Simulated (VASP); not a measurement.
# ZnCu in VASP: further runs

ZnCu is run at these levels: PBEsol, LDA, PBE; tasks: single point.

Program: VASP 6.6.1. These are calculated values, not measurements. Logs are shortened: lines on timing, memory, paths and dates and some standing lists are left out, and cuts for length are marked.

### Step 1. The cell of the first run

The typed cell holds 2 atoms: a = 2.945 Å, b = 2.945 Å, c = 2.945 Å, α = 90.00°, β = 90.00°, γ = 90.00°.

### Step 2. Single point, PBEsol (atoms moved at random)

The input, INCAR:

```
SYSTEM = ZnCu
PREC     = Accurate       ! precision mode
ENCUT    = 520            ! plane-wave cutoff, eV
EDIFF    = 1E-6           ! SCF threshold, eV
ISMEAR   = -1             ! smearing method
SIGMA    = 0.05           ! smearing width, eV
LREAL    = .FALSE.        ! projectors in reciprocal space
LASPH    = .TRUE.         ! aspherical terms in the spheres
NELM     = 100            ! most SCF steps
ALGO     = Fast           ! electronic algorithm
ISIF     = 2              ! what is computed and relaxed
LWAVE    = .FALSE.        ! write WAVECAR
LCHARG   = .FALSE.        ! write CHGCAR
GGA      = PS             ! functional
NBANDS   = 18             ! bands
```

The input, KPOINTS:

```
Automatic mesh
0
G
  9 9 9
  0 0 0
```

The input, POSCAR:

```
ZnCu
1.0
    2.9450000000      0.0000000000      0.0000000000
    0.0000000000      2.9450000000      0.0000000000
    0.0000000000      0.0000000000      2.9450000000
Zn Cu
1 1
Direct
    0.5111030000      0.5042410000      0.4952780000
   -0.0228300000     -0.0090300000      0.0035500000
```

Potentials or basis: VASP PAW PBE potentials, release 64 (Zn, Cu).

The run is started by

```
$ cat potpaw_PBE.64/Zn/POTCAR potpaw_PBE.64/Cu/POTCAR > POTCAR
$ mpirun -np 1 vasp_std > vasp.out
```

OUTCAR:

```text
SYSTEM = ZnCu
   PREC = Accurate
   ENCUT = 520
   EDIFF = 1E-6
   ISMEAR = -1
   LREAL = .FALSE.
   LASPH = .TRUE.
   NELM = 100
   ISIF = 2
   GGA = PS

 ion  position               nearest neighbor table
   1  0.511  0.504  0.495-   2 2.46   2 2.49   2 2.50   2 2.53   2 2.57   2 2.60   2 2.62   2 2.65

   2  0.977  0.991  0.004-   1 2.46   1 2.49   1 2.50   1 2.53   1 2.57   1 2.60   1 2.62   1 2.65

  LATTYP: Found a simple cubic cell.
 ALAT       =     2.9450000000

  Lattice vectors:

 A1 = (   2.9450000000,   0.0000000000,   0.0000000000)
 A2 = (   0.0000000000,   2.9450000000,   0.0000000000)
 A3 = (   0.0000000000,   0.0000000000,   2.9450000000)

Analysis of symmetry for initial positions (statically):
=====================================================================
 Subroutine PRICEL returns:
 Original cell was already a primitive cell.

 Routine SETGRP: Setting up the symmetry group for a
 simple cubic supercell.

 Subroutine GETGRP returns: Found  1 space group operations
 (whereof  1 operations were pure point group operations)
 out of a pool of 48 trial point group operations.

The static configuration has the point symmetry C_1 .

Analysis of symmetry for dynamics (positions and initial velocities):
=====================================================================
 Subroutine PRICEL returns:
 Original cell was already a primitive cell.

 Routine SETGRP: Setting up the symmetry group for a
 simple cubic supercell.

 Subroutine GETGRP returns: Found  1 space group operations
 (whereof  1 operations were pure point group operations)
 out of a pool of 48 trial point group operations.

The dynamic configuration has the point symmetry C_1 .

 Subroutine INISYM returns: Found  1 space group operations
 (whereof  1 operations are pure point group operations),
 and found     1 'primitive' translations

----------------------------------------------------------------------------------------

                                     Primitive cell

  volume of cell :      25.5421

  direct lattice vectors                    reciprocal lattice vectors
     2.945000000  0.000000000  0.000000000     0.339558574  0.000000000  0.000000000
     0.000000000  2.945000000  0.000000000     0.000000000  0.339558574  0.000000000
     0.000000000  0.000000000  2.945000000     0.000000000  0.000000000  0.339558574

  length of vectors
     2.945000000  2.945000000  2.945000000     0.339558574  0.339558574  0.339558574

  position of ions in fractional coordinates (direct lattice)
[... 73 lines left out ...]
   ISPIN  =      1    spin polarized calculation?
   LNONCOLLINEAR =      F non collinear calculations
   LSORBIT =      F    spin-orbit coupling
   LASPH  =      T    aspherical Exc in radial PAW
   ENCUT  =  520.0 eV  38.22 Ry    6.18 a.u.   5.48  5.48  5.48*2*pi/ulx,y,z
   NELM   =    100;   NELMIN=  2; NELMDL= -5     # of ELM steps
   EDIFF  = 0.1E-05   stopping-criterion for ELM
   LREAL  =      F    real-space projection
   EDIFFG = 0.1E-04   stopping-criterion for IOM
   NSW    =      0    number of steps for IOM
   IBRION =     -1    ionic relax: 0-MD 1-quasi-New 2-CG
   NFREE  =      0    steps in history (QN), initial steepest desc. (CG)
   ISIF   =      2    stress and relaxation
   ISYM   =      2    0-nonsym 1-usesym 2-fastsym
   POTIM  = 0.5000    time-step for ionic-motion
   TEBEG  =    0.0;   TEEND  =   0.0 temperature during run
   PSTRESS=    0.0 pullay stress
   NELECT =      23.0000    total number of electrons
   NUPDOWN=      -1.0000    fix difference up-down
   EMIN   =  10.00;   EMAX   =-10.00  energy-range for DOS
   EFERMI =   0.00;   METHOD = LEGACY
   ISMEAR =    -1;   SIGMA  =   0.05  broadening in eV -4-tet -1-fermi 0-gaus
   EFERMI_NEDOS =   21; number of points for ismear=-14 and -15
   IALGO  =     68    algorithm
   IMIX   =      4    mixing-type and parameters
     AMIX     =   0.40;   BMIX     =  1.00
     AMIX_MAG =   1.60;   BMIX_MAG =  1.00
  volume/ion in A,a.u.               =      12.77        86.18
  Fermi-wavevector in a.u.,A,eV,Ry     =   1.580880  2.987429 34.003415  2.499180
  Thomas-Fermi vector in A             =   2.681040
   LORBIT       =      0    0 simple, 1 ext, 2 COOP (PROOUT), +10 PAW based schemes
   GGA     = PS    functional components
   LHFCALC =     F    Hartree Fock is set to
   AEXX    =    0.0000 exact exchange contribution
   IVDW    =     0    specifies the selected vdW correction
   LEPSILON=     F    determine dielectric tensor
   LRPA    =     F    only Hartree local field effects (RPA)
 non-spin polarized calculation
 RMM-DIIS sequential band-by-band and
  energy-cutoff  :      520.00
  volume of cell :       25.54
 maximum number of plane-waves:       711
 NGX is ok and might be reduce to    24
   NGX = 11   NGY = 11   NGZ = 11

 number of electron      23.0000005 magnetization

 Free energy of the ion-electron system (eV)
  ---------------------------------------------------
  ext. energy  EPLUGINS =         0.00000000
  ---------------------------------------------------
  free energy    TOTEN  =        -6.04538004 eV

  energy without entropy =       -6.04107208  energy(sigma->0) =       -6.04322606

 E-fermi :   5.4161     XC(G=0): -12.5622

 val. band max:        5.3489401622   @ k =  -0.3333   0.3333   0.0000
 cond. band min:       5.5257277939   @ k =   0.2222  -0.4444   0.4444
 fundamental gap:      0.1767876317
 Fermi energy:         5.4161176396

 k-point     1 :       0.0000    0.0000    0.0000
  band No.  band energies     occupation
      1      -5.0030      2.00000
      2      -2.4652      2.00000
      3      -2.4573      2.00000
      4      -1.7705      2.00000
      5      -1.7588      2.00000
      6      -1.7576      2.00000
[... 481 lines left out ...]
      5      -1.8347      2.00000
      6      -1.7549      2.00000
[... 10 lines left out ...]
     17      20.9455      0.00000
     18      23.3900      0.00000

 [... further k-points ...]
[... 5 lines left out ...]
  --------------------------------------------------------------------------------------
  -------------------------------------------------------------------------------------
  Total       -0.5460692     -0.4740425     -0.4652445      0.0683885     -0.0174324     -0.0428031
  in kB      -34.2532949    -29.7352771    -29.1834047      4.2898047     -1.0934828     -2.6849133
  external PRESSURE =     -31.0573256 kB  Pullay stress =       0.0000000 kB

 VOLUME and BASIS-vectors are now :
 -----------------------------------------------------------------------------
  energy-cutoff  :      520.00
  volume of cell :       25.54
      direct lattice vectors                 reciprocal lattice vectors
     2.945000000  0.000000000  0.000000000     0.339558574  0.000000000  0.000000000
     0.000000000  2.945000000  0.000000000     0.000000000  0.339558574  0.000000000
     0.000000000  0.000000000  2.945000000     0.000000000  0.000000000  0.339558574

 POSITION                                       TOTAL-FORCE (eV/Angst)
 -----------------------------------------------------------------------------------
      1.50520      1.48499      1.45859        -0.458141     -0.186285      0.117105
      2.87777      2.91841      0.01045         0.458141      0.186285     -0.117105
 -----------------------------------------------------------------------------------
    total drift:                                0.000932      0.000011     -0.000749

  FREE ENERGIE OF THE ION-ELECTRON SYSTEM (eV)
  ---------------------------------------------------
  free  energy   TOTEN  =        -6.0453800408 eV

  energy  without entropy=       -6.0410720777  energy(sigma->0) =       -6.04322606
```

OSZICAR:

```text
N       E                     dE             d eps       ncg     rms          rms(c)
DAV:   1     0.114753099719E+03    0.11475E+03   -0.11236E+04 14128   0.211E+03
DAV:   2    -0.250060986306E+01   -0.11725E+03   -0.11241E+03 13192   0.300E+02
DAV:   3    -0.732237788931E+01   -0.48218E+01   -0.47718E+01 14742   0.761E+01
DAV:   4    -0.736128447859E+01   -0.38907E-01   -0.38894E-01 15036   0.633E+00
DAV:   5    -0.736182341690E+01   -0.53894E-03   -0.53892E-03 14798   0.766E-01    0.103E+01
RMM:   6    -0.720542315314E+01    0.15640E+00   -0.10752E+01 15264   0.529E+01    0.727E+00
RMM:   7    -0.605414450399E+01    0.11513E+01   -0.27278E+00 14856   0.255E+01    0.243E+00
RMM:   8    -0.605155932011E+01    0.25852E-02   -0.35085E-02 15476   0.303E+00    0.111E+00
RMM:   9    -0.604647478700E+01    0.50845E-02   -0.15261E-02 15230   0.201E+00    0.306E-01
RMM:  10    -0.604527436264E+01    0.12004E-02   -0.72328E-03 15769   0.107E+00    0.876E-02
RMM:  11    -0.604534427109E+01   -0.69908E-04   -0.13004E-03 16851   0.447E-01    0.295E-02
RMM:  12    -0.604541821106E+01   -0.73940E-04   -0.49847E-04 16281   0.252E-01    0.625E-02
RMM:  13    -0.604537828796E+01    0.39923E-04   -0.26640E-04 16411   0.251E-01    0.217E-02
RMM:  14    -0.604537845625E+01   -0.16828E-06   -0.60987E-05 16198   0.664E-02    0.399E-03
RMM:  15    -0.604537989458E+01   -0.14383E-05   -0.15110E-05 14939   0.335E-02    0.210E-03
RMM:  16    -0.604538004082E+01   -0.14624E-06   -0.14690E-06 12155   0.933E-03
   1 F= -.60453800E+01 E0= -.60432261E+01  d E =-.430796E-02
```

stdout:

```text
POSCAR found type information on POSCAR ZnCu
 POSCAR found :  2 types and       2 ions
 scaLAPACK will be used
 -----------------------------------------------------------------------------
|                                                                             |
|                                                                             |
|     You enforced a specific xc type in the INCAR file but a different       |
|     I HOPE YOU KNOW WHAT YOU ARE DOING!                                     |
|                                                                             |
 -----------------------------------------------------------------------------

 LDA part: xc-table for (Slater+PW92), standard interpolation
 POSCAR, INCAR and KPOINTS ok, starting setup
 FFT: planning ... GRIDC
 FFT: planning ... GRID_SOFT
 FFT: planning ... GRID
 WAVECAR not read
 entering main loop
WARNING in EDDRMM: call to ZHEGV failed, returncode =   8  4     16
```

It took 4.8 min on 1 thread of AMD EPYC 7R13, shared host; peak memory 0.25 GiB.

Results:

```yaml
Free_energy: -6.0454 eV
Pressure: -3.1 GPa
Largest_force: 0.508 eV/Å
```

Forces on the atoms (eV/Å):
```
Zn  -0.458 -0.186  0.117
Cu   0.458  0.186 -0.117
```

Caveat: the cell differs from its parent crystal (atoms moved at random); the PAW data sets were made with another functional, which shifts forces and pressure a little.

### Step 3. Single point, LDA

This run uses another cell than the first one, of 12.00 Å³/atom, 0.940 times its volume.

The input, INCAR:

```
PREC     = Accurate       # precision mode
ENCUT    = 600            # plane-wave cutoff, eV
EDIFF    = 1E-6           # SCF threshold, eV
ISMEAR   = -1             # smearing method
SIGMA    = 0.05           # smearing width, eV
LREAL    = False          # projectors in reciprocal space
LASPH    = True           # aspherical terms in the spheres
NELM     = 120            # most SCF steps
ALGO     = Normal         # electronic algorithm
ISIF     = 2              # what is computed and relaxed
LWAVE    = False          # write WAVECAR
LCHARG   = True           # write CHGCAR
LELF     = True           # ELF
LVHAR    = True         
NBANDS   = 18             # bands
GGA_COMPAT= False
```

The input, KPOINTS:

```
regular mesh
0
Gamma
  9 9 9
```

The input, POSCAR:

```
ZnCu
1.0
    2.8848810902      0.0000000000      0.0000000000
    0.0000000000      2.8848810902      0.0000000000
    0.0000000000      0.0000000000      2.8848810902
Zn Cu
1 1
Direct
    0.5000000000      0.5000000000      0.5000000000
    0.0000000000      0.0000000000      0.0000000000
```

Potentials or basis: VASP PAW LDA potentials, release 64 (Zn, Cu).

The run is started by

```
$ cat potpaw_LDA.64/Zn/POTCAR potpaw_LDA.64/Cu/POTCAR > POTCAR
$ mpirun -np 1 vasp_std > vasp.out
```

Run time: 5.5 s. Hardware: 1 thread of Intel Xeon 6975P-C (Granite Rapids), shared host; peak memory 0.13 GiB.

The run converged. Its results:

```yaml
Free_energy: -6.7796 eV
Pressure: -1.1 GPa
```

Levels at points of the mesh, in eV from the Fermi level:
```tsv
k point	band 9	band 10	band 11	band 12	band 13	band 14
(0.00, 0.00, 0.00)	-2.96	-2.96	-2.96	6.33	6.33	6.33
```

(Continued in part 2 of 2.)
